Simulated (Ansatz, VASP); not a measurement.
# Two plane-wave programs on Te2Mo

```
Te Mo
1.0
     3.56023    0.00000    0.00000
    -1.78012    3.08325    0.00000
     0.00000    0.00000   17.52406
Te Mo
2 1
Direct
  0.33333 0.66667 0.89786
  0.33333 0.66667 0.10214
  0.00000 0.00000 0.00000
```

Alike in both runs: task relaxation of cell and atoms; functional PBE; k mesh 12 × 12 × 2; occupations gaussian, width 0.02 eV; no spin polarisation.

```csv
,VASP,Ansatz
version,VASP 6.6.1,Ansatz 0.2.0
potentials or method,"VASP PAW PBE potentials, release 64 (Te, Mo_sv), cutoff 600 eV","scalar-relativistic, plane waves, PAW"
valence electrons in the cell,26,46
```

Ansatz gave:

```
gap on the k mesh at the Fermi level, each at its own relaxed structure (eV) : 1.08
relaxed volume (Å³/atom)                                                     : 63.91
relaxed cell length with the largest relative difference (Å)                 : 17.518
```

Q: Which values does VASP return?

A: gap on the k mesh at the Fermi level, each at its own relaxed structure (eV): 1.08; relaxed volume (Å³/atom): 64.38; relaxed cell length with the largest relative difference (Å): 17.643.

VASP's potentials hold 26 valence electrons a cell and Ansatz's 46, so a difference there can come from the potentials and not from the codes.

Neither program's run includes spin-orbit coupling.
